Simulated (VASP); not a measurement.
# Pt in VASP: a series of runs, part 2 of 2

VASP 6.6.1. The steps go on from the part before.

### 3 Single point, PBE

This run uses another cell than the first one, of 17.09 Å³/atom.

Contents of INCAR:

```
SYSTEM = Pt
PREC = Accurate
ENCUT = 520
EDIFF = 1E-6
ISMEAR = 0
SIGMA = 0.15
LREAL = .FALSE.
LASPH = .TRUE.
NELM = 80
ALGO = Normal
ISIF = 2
LWAVE = .FALSE.
LCHARG = .TRUE.
GGA = PE
LELF = .TRUE.
LVHAR = .TRUE.
NBANDS = 11
```

Contents of KPOINTS:

```
Automatic mesh
0
G
  20 20 20
  0 0 0
```

Contents of POSCAR:

```
Pt
1.0
    0.0000000000      2.0445136528      2.0445136528
    2.0445136528      0.0000000000      2.0445136528
    2.0445136528      2.0445136528      0.0000000000
Pt
1
Direct
    0.0000000000      0.0000000000      0.0000000000
```

Potentials or basis: VASP PAW PBE potentials, release 64 (Pt).

Started as:

```bash
cat potpaw_PBE.64/Pt/POTCAR > POTCAR
mpirun -np 1 vasp_std > vasp.out
```

OUTCAR:

```text
SYSTEM = Pt
   PREC = Accurate
   ENCUT = 520
   EDIFF = 1E-6
   ISMEAR = 0
   LREAL = .FALSE.
   LASPH = .TRUE.
   NELM = 80
   ISIF = 2
   GGA = PE

 ion  position               nearest neighbor table
   1  0.000  0.000  0.000-

  LATTYP: Found a face centered cubic cell.
 ALAT       =     4.0890273056

  Lattice vectors:

 A1 = (   0.0000000000,   2.0445136528,   2.0445136528)
 A2 = (   2.0445136528,   0.0000000000,   2.0445136528)
 A3 = (   2.0445136528,   2.0445136528,   0.0000000000)

Analysis of symmetry for initial positions (statically):
=====================================================================
 Subroutine PRICEL returns:
 Original cell was already a primitive cell.

 Routine SETGRP: Setting up the symmetry group for a
 face centered cubic supercell.

 Subroutine GETGRP returns: Found 48 space group operations
 (whereof 48 operations were pure point group operations)
 out of a pool of 48 trial point group operations.

The static configuration has the point symmetry O_h .

Analysis of symmetry for dynamics (positions and initial velocities):
=====================================================================
 Subroutine PRICEL returns:
 Original cell was already a primitive cell.

 Routine SETGRP: Setting up the symmetry group for a
 face centered cubic supercell.

 Subroutine GETGRP returns: Found 48 space group operations
 (whereof 48 operations were pure point group operations)
 out of a pool of 48 trial point group operations.

The dynamic configuration has the point symmetry O_h .

 Subroutine INISYM returns: Found 48 space group operations
 (whereof 48 operations are pure point group operations),
 and found     1 'primitive' translations

----------------------------------------------------------------------------------------

                                     Primitive cell

  volume of cell :      17.0923

  direct lattice vectors                    reciprocal lattice vectors
     0.000000000  2.044513653  2.044513653    -0.244556939  0.244556939  0.244556939
     2.044513653  0.000000000  2.044513653     0.244556939 -0.244556939  0.244556939
     2.044513653  2.044513653  0.000000000     0.244556939  0.244556939 -0.244556939

  length of vectors
     2.891378936  2.891378936  2.891378936     0.423585043  0.423585043  0.423585043

  position of ions in fractional coordinates (direct lattice)
     0.000000000  0.000000000  0.000000000

  ion indices of the primitive-cell ions
   primitive index   ion index
                 1           1

----------------------------------------------------------------------------------------

 KPOINTS: Automatic mesh

Automatic generation of k-mesh.
 Grid dimensions read from file:
 generate k-points for:   20   20   20

 Generating k-lattice:

  Cartesian coordinates                     Fractional coordinates (reciprocal lattice)
    -0.012227847  0.012227847  0.012227847     0.050000000  0.000000000  0.000000000
     0.012227847 -0.012227847  0.012227847     0.000000000  0.050000000  0.000000000
     0.012227847  0.012227847 -0.012227847     0.000000000  0.000000000  0.050000000

  Length of vectors
     0.021179252  0.021179252  0.021179252

  Shift w.r.t. Gamma in fractional coordinates (k-lattice)
     0.000000000  0.000000000  0.000000000

 Subroutine IBZKPT returns following result:
 ===========================================

 Found    256 irreducible k-points:

 Following reciprocal coordinates:
            Coordinates               Weight
  0.000000  0.000000  0.000000      1.000000
  0.050000  0.000000  0.000000      8.000000
  0.100000  0.000000  0.000000      8.000000
  0.150000  0.000000  0.000000      8.000000
  0.200000  0.000000  0.000000      8.000000
  0.250000  0.000000  0.000000      8.000000
[... 16 lines left out ...]
 -0.400000  0.050000  0.000000     24.000000
 -0.350000  0.050000  0.000000     24.000000
 [... further k-points ...]
   k-points           NKPTS =    256   k-points in BZ     NKDIM =    256   number of bands    NBANDS=     11
   number of dos      NEDOS =    301   number of ions     NIONS =      1
   total plane-waves  NPLWV =  13824
   dimension x,y,z NGX =    24 NGY =   24 NGZ =   24
   dimension x,y,z NGXF=    48 NGYF=   48 NGZF=   48
   ions per type =               1
   NGX,Y,Z   is equivalent  to a cutoff of  13.80, 13.80, 13.80 a.u.
   NGXF,Y,Z  is equivalent  to a cutoff of  27.60, 27.60, 27.60 a.u.
 SYSTEM =  Pt
   PREC   = accura    normal or accurate (medium, high low for compatibility)
   ISTART =      0    job   : 0-new  1-cont  2-samecut
   ICHARG =      2    charge: 1-file 2-atom 10-const
   ISPIN  =      1    spin polarized calculation?
   LNONCOLLINEAR =      F non collinear calculations
   LSORBIT =      F    spin-orbit coupling
   LASPH  =      T    aspherical Exc in radial PAW
   ENCUT  =  520.0 eV  38.22 Ry    6.18 a.u.   5.38  5.38  5.38*2*pi/ulx,y,z
   NELM   =     80;   NELMIN=  2; NELMDL= -5     # of ELM steps
   EDIFF  = 0.1E-05   stopping-criterion for ELM
   LREAL  =      F    real-space projection
   EDIFFG = 0.1E-04   stopping-criterion for IOM
   NSW    =      0    number of steps for IOM
   IBRION =     -1    ionic relax: 0-MD 1-quasi-New 2-CG
   NFREE  =      0    steps in history (QN), initial steepest desc. (CG)
   ISIF   =      2    stress and relaxation
   ISYM   =      2    0-nonsym 1-usesym 2-fastsym
   POTIM  = 0.5000    time-step for ionic-motion
   TEBEG  =    0.0;   TEEND  =   0.0 temperature during run
   PSTRESS=    0.0 pullay stress
   NELECT =      10.0000    total number of electrons
   NUPDOWN=      -1.0000    fix difference up-down
   EMIN   =  10.00;   EMAX   =-10.00  energy-range for DOS
   EFERMI =   0.00;   METHOD = LEGACY
   ISMEAR =     0;   SIGMA  =   0.15  broadening in eV -4-tet -1-fermi 0-gaus
   EFERMI_NEDOS =   21; number of points for ismear=-14 and -15
   IALGO  =     38    algorithm
   IMIX   =      4    mixing-type and parameters
     AMIX     =   0.40;   BMIX     =  1.00
     AMIX_MAG =   1.60;   BMIX_MAG =  1.00
  volume/ion in A,a.u.               =      17.09       115.34
  Fermi-wavevector in a.u.,A,eV,Ry     =   1.369225  2.587460 25.507891  1.874777
  Thomas-Fermi vector in A             =   2.495119
   LORBIT       =      0    0 simple, 1 ext, 2 COOP (PROOUT), +10 PAW based schemes
   GGA     = PE    functional components
   LHFCALC =     F    Hartree Fock is set to
   AEXX    =    0.0000 exact exchange contribution
   IVDW    =     0    specifies the selected vdW correction
   LEPSILON=     F    determine dielectric tensor
   LRPA    =     F    only Hartree local field effects (RPA)
 non-spin polarized calculation
 Gauss-broadening in eV      SIGMA  =   0.15
  energy-cutoff  :      520.00
  volume of cell :       17.09
 maximum number of plane-waves:       477
 NGX is ok and might be reduce to    24

 number of electron      10.0000000 magnetization

 Free energy of the ion-electron system (eV)
  ---------------------------------------------------
  ext. energy  EPLUGINS =         0.00000000
  ---------------------------------------------------
  free energy    TOTEN  =        -6.02212162 eV

  energy without entropy =       -5.99804559  energy(sigma->0) =       -6.01008360

 E-fermi :   9.0158     XC(G=0): -12.7476

 val. band max:        9.0148679909   @ k =  -0.4500   0.2500   0.0500
 cond. band min:       9.0185725327   @ k =   0.4500   0.1000   0.0000
 fundamental gap:      0.0037045418
 Fermi energy:         9.0157603972

 k-point     1 :       0.0000    0.0000    0.0000
  band No.  band energies     occupation
      1       0.1339      2.00000
      2       5.9301      2.00000
      3       5.9301      2.00000
      4       5.9301      2.00000
      5       7.6799      2.00000
      6       7.6799      2.00000
      7      23.9149      0.00000
      8      28.1829      0.00000
      9      28.1829      0.00000
     10      28.1829      0.00000
     11      33.0910      0.00000
[... 309 lines left out ...]
 k-point    24 :      -0.3500    0.0500    0.0000
  band No.  band energies     occupation
      1       2.8792      2.00000
      2       6.0020      2.00000
      3       6.0737      2.00000
      4       6.7667      2.00000
      5       8.3829      2.00000
      6       8.9219      1.62396
      7      17.2350      0.00000
      8      24.1648      0.00000
      9      27.3809      0.00000
     10      28.9024      0.00000
     11      33.1459      0.00000

 [... further k-points ...]

------------------------ aborting loop because EDIFF is reached ----------------------------------------

  FORCE on cell =-STRESS in cart. coord.  units (eV):
  Direction    XX          YY          ZZ          XY          YZ          ZX
  --------------------------------------------------------------------------------------
  -------------------------------------------------------------------------------------
  Total       -1.8621283     -1.8621283     -1.8621283      0.0000000      0.0000000     -0.0000000
  in kB     -174.5501158   -174.5501158   -174.5501158      0.0000000      0.0000000     -0.0000000
  external PRESSURE =    -174.5501158 kB  Pullay stress =       0.0000000 kB

 VOLUME and BASIS-vectors are now :
 -----------------------------------------------------------------------------
  energy-cutoff  :      520.00
  volume of cell :       17.09
      direct lattice vectors                 reciprocal lattice vectors
     0.000000000  2.044513653  2.044513653    -0.244556939  0.244556939  0.244556939
     2.044513653  0.000000000  2.044513653     0.244556939 -0.244556939  0.244556939
     2.044513653  2.044513653  0.000000000     0.244556939  0.244556939 -0.244556939

 POSITION                                       TOTAL-FORCE (eV/Angst)
 -----------------------------------------------------------------------------------
      0.00000      0.00000      0.00000         0.000000     -0.000000      0.000000
 -----------------------------------------------------------------------------------
    total drift:                               -0.000000      0.000000      0.000000

  FREE ENERGIE OF THE ION-ELECTRON SYSTEM (eV)
  ---------------------------------------------------
  free  energy   TOTEN  =        -6.0221216200 eV

  energy  without entropy=       -5.9980455878  energy(sigma->0) =       -6.01008360
```

OSZICAR:

```text
N       E                     dE             d eps       ncg     rms          rms(c)
DAV:   1     0.390739500778E+02    0.39074E+02   -0.52377E+03  5752   0.829E+02
DAV:   2    -0.576226851521E+01   -0.44836E+02   -0.42688E+02  6421   0.171E+02
DAV:   3    -0.640215948698E+01   -0.63989E+00   -0.63341E+00  6541   0.193E+01
DAV:   4    -0.640485835228E+01   -0.26989E-02   -0.26986E-02  6412   0.150E+00
DAV:   5    -0.640488299973E+01   -0.24647E-04   -0.24645E-04  6579   0.135E-01    0.893E+00
DAV:   6    -0.604801804699E+01    0.35686E+00   -0.10064E+00  5962   0.759E+00    0.475E+00
DAV:   7    -0.602442388551E+01    0.23594E-01   -0.93737E-02  6487   0.226E+00    0.231E+00
DAV:   8    -0.602227315329E+01    0.21507E-02   -0.30847E-03  6112   0.451E-01    0.469E-01
DAV:   9    -0.602212124477E+01    0.15191E-03   -0.13299E-04  6229   0.950E-02    0.600E-02
DAV:  10    -0.602212162000E+01   -0.37523E-06   -0.50360E-06  6643   0.181E-02
   1 F= -.60221216E+01 E0= -.60100836E+01  d E =-.240760E-01
```

stdout:

```text
POSCAR found type information on POSCAR Pt
 POSCAR found :  1 types and       1 ions
 scaLAPACK will be used
 LDA part: xc-table for (Slater+PW92), standard interpolation
 POSCAR, INCAR and KPOINTS ok, starting setup
 FFT: planning ... GRIDC
 FFT: planning ... GRID_SOFT
 FFT: planning ... GRID
 WAVECAR not read
 entering main loop
```

Run time: 51 s. Hardware: 1 thread of Intel Xeon 8259CL, shared host; peak memory 0.18 GiB.

Results:

- Free energy: -6.0221 eV
- Pressure: -17.5 GPa
- Band gap on the k mesh: zero (bands 5 and 6 overlap by 1.79 eV)

Caveat: the cell stands under tension; spin-orbit coupling is left out, which moves the levels of the heavy elements.

### 4 Single point, PBE

This run uses another cell than the first one, of the same volume but with other edges.

Contents of INCAR:

```
PREC = Accurate
ENCUT = 520
EDIFF = 1E-6
ISMEAR = 0
SIGMA = 0.15
LREAL = False
LASPH = True
NELM = 100
ALGO = Fast
ISIF = 2
LWAVE = False
LCHARG = False
GGA = PE
NBANDS = 11
```

Contents of KPOINTS:

```
regular mesh
0
Gamma
  20 20 20
```

Contents of POSCAR:

```
Pt
1.0
   -0.0992482356      1.9750398879      1.9750398879
    1.9750398879     -0.0992482356      1.9750398879
    1.9750398879      1.9750398879     -0.0992482356
Pt
1
Direct
    0.0000000000      0.0000000000      0.0000000000
```

Started as:

```bash
cat potpaw_PBE.64/Pt/POTCAR > POTCAR
mpirun -np 1 vasp_std > vasp.out
```

Run time: 2 min. Hardware: 1 thread of Intel Xeon 8259CL, shared host; peak memory 0.26 GiB.

The run converged. Its results:

```
Free energy            : -6.0534 eV
Pressure               : -11.3 GPa
Band gap on the k mesh : zero (bands 5 and 6 overlap by 2.22 eV)
```

Stress tensor (GPa, compression positive):
```
-11.34   2.35   2.35
  2.35 -11.34   2.35
  2.35   2.35 -11.34
```

Levels at points of the mesh, in eV from the Fermi level:
```
           k point  band 1  band 2  band 3  band 4  band 5  band 6  band 7  band 8  band 9  band 10
(0.00, 0.00, 0.00)   -9.19   -3.58   -3.58   -2.70   -1.31   -1.31   14.78   18.58   18.58    21.02
(0.50, 0.00, 0.00)   -6.46   -3.75   -2.74   -0.26   -0.25    0.15    4.92   14.58   18.07    19.42
(0.50, 0.50, 0.00)   -6.11   -5.69   -0.10    0.34    0.56    2.01    7.99   10.24   12.05    18.87
(0.50, 0.50, 0.50)   -6.21   -3.39   -3.39    0.22    0.22    0.55    6.20   13.85   17.25    17.25
```

Caveat: the cell stands under tension; spin-orbit coupling is left out, which moves the levels of the heavy elements.

### 5 Single point, PBE

This run uses another cell than the first one, of the same volume but with other edges.

Contents of INCAR:

```
PREC = Accurate
ENCUT = 520
EDIFF = 1E-7
ISMEAR = 0
SIGMA = 0.15
LREAL = F
LASPH = T
NELM = 80
ALGO = Fast
ISIF = 2
LWAVE = F
LCHARG = F
GGA = PE
NBANDS = 11
```

Contents of KPOINTS:

```
Automatic mesh
0
Gamma
  20 20 20
```

Contents of POSCAR:

```
Pt
1.0
    0.0992482356      2.0742881235      2.0742881235
    2.0742881235      0.0992482356      2.0742881235
    2.0742881235      2.0742881235      0.0992482356
Pt
1
Direct
    0.0000000000      0.0000000000      0.0000000000
```

Started as:

```bash
cat potpaw_PBE.64/Pt/POTCAR > POTCAR
mpirun -np 1 vasp_std > vasp.out
```

It took 2.6 min on 1 thread of Intel Xeon 8259CL, shared host; peak memory 0.26 GiB.

The run converged. Its results:

```
Free energy            : -6.0543 eV
Pressure               : -11.3 GPa
Band gap on the k mesh : zero (bands 5 and 6 overlap by 1.98 eV)
```

Stress tensor (GPa, compression positive):
```
-11.26  -2.30  -2.30
 -2.30 -11.26  -2.30
 -2.30  -2.30 -11.26
```

Levels at points of the mesh, in eV from the Fermi level:
```tsv
k point	band 3	band 4	band 5	band 6	band 7	band 8
(0.00, 0.00, 0.00)	-3.08	-3.08	-1.29	-1.29	14.68	17.98
(0.50, 0.00, 0.00)	-2.82	-0.22	0.13	0.32	5.56	14.18
(0.50, 0.50, 0.00)	-0.09	0.40	0.51	2.01	7.99	10.30
(0.50, 0.50, 0.50)	-3.25	-0.58	-0.06	-0.06	4.25	14.93
```

Caveat: the cell stands under tension; spin-orbit coupling is left out, which moves the levels of the heavy elements.

### 6 Single point, PBE

This run uses another cell than the first one, of 15.15 Å³/atom.

Contents of INCAR:

```
SYSTEM = Pt
  PREC = Accurate
  ENCUT = 520
  EDIFF = 1E-6
  ISMEAR = 0
  SIGMA = 0.15
  LREAL = .False.
  LASPH = .True.
  NELM = 80
  ALGO = Fast
  ISIF = 2
  LWAVE = .False.
  LCHARG = .False.
  GGA = PE
  NBANDS = 11
```

Contents of KPOINTS:

```
regular mesh
0
Gamma
  20 20 20
  0 0 0
```

Contents of POSCAR:

```
Pt
1.0
   -0.0992482356      1.9154909466      1.9154909466
    1.9154909466     -0.0992482356      1.9154909466
    1.9154909466      1.9154909466     -0.0992482356
Pt
1
Direct
    0.0000000000      0.0000000000      0.0000000000
```

Potentials or basis: VASP PAW PBE potentials, release 64 (Pt).

Started as:

```bash
cat potpaw_PBE.64/Pt/POTCAR > POTCAR
mpirun -np 1 vasp_std > vasp.out
```

It took 2.5 min on 1 thread of Intel Xeon 8259CL, shared host; peak memory 0.24 GiB.

Results (log left out):

```yaml
Free_energy: -6.0663 eV
Pressure: 9.9 GPa
Band_gap_on_the_k_mesh: zero (bands 5 and 6 overlap by 2.62 eV)
```

Stress tensor (GPa, compression positive):
```
9.91 4.38 4.38
4.38 9.91 4.38
4.38 4.38 9.91
```

Levels at points of the mesh, in eV from the Fermi level:
| k point | band 2 | band 3 | band 4 | band 5 | band 6 | band 7 | band 8 | band 9 |
| --- | --- | --- | --- | --- | --- | --- | --- | --- |
| (0.00, 0.00, 0.00) | -4.16 | -4.16 | -3.10 | -1.51 | -1.51 | 14.59 | 18.85 | 18.85 |
| (0.50, 0.00, 0.00) | -4.36 | -3.17 | -0.64 | -0.31 | 0.19 | 5.55 | 14.44 | 18.61 |
| (0.50, 0.50, 0.00) | -6.57 | -0.10 | 0.41 | 0.68 | 1.84 | 8.93 | 10.47 | 12.41 |
| (0.50, 0.50, 0.50) | -3.95 | -3.95 | 0.28 | 0.28 | 0.28 | 6.97 | 13.65 | 17.87 |

Caveat: the cell stands under pressure; spin-orbit coupling is left out, which moves the levels of the heavy elements.

### 7 Overview

```tsv
cell	gap on the mesh (eV)	pressure (GPa)
a = 2.863 Å, angles 60.0°, 1 atom	none	-12.8
a = 2.891 Å, angles 60.0°, 1 atom	none	-17.5
a = 2.795 Å, angles 63.3°, 1 atom	none	-11.3
a = 2.935 Å, angles 56.8°, 1 atom	none	-11.3
a = 2.711 Å, angles 63.4°, 1 atom	none	9.9
```

Alike in all rows: task single point; level PBE; potentials or basis VASP PAW PBE potentials, release 64 (Pt); no spin polarisation; k mesh 20 × 20 × 20; cutoff (eV) 520; smearing gaussian 0.15 eV.

Caveats: spin-orbit coupling is left out, which moves the levels of the heavy elements; the cell stands under tension (at least some runs); the cell stands under pressure (at least some runs).

Absolute energies hang on the potentials; compare differences alone.
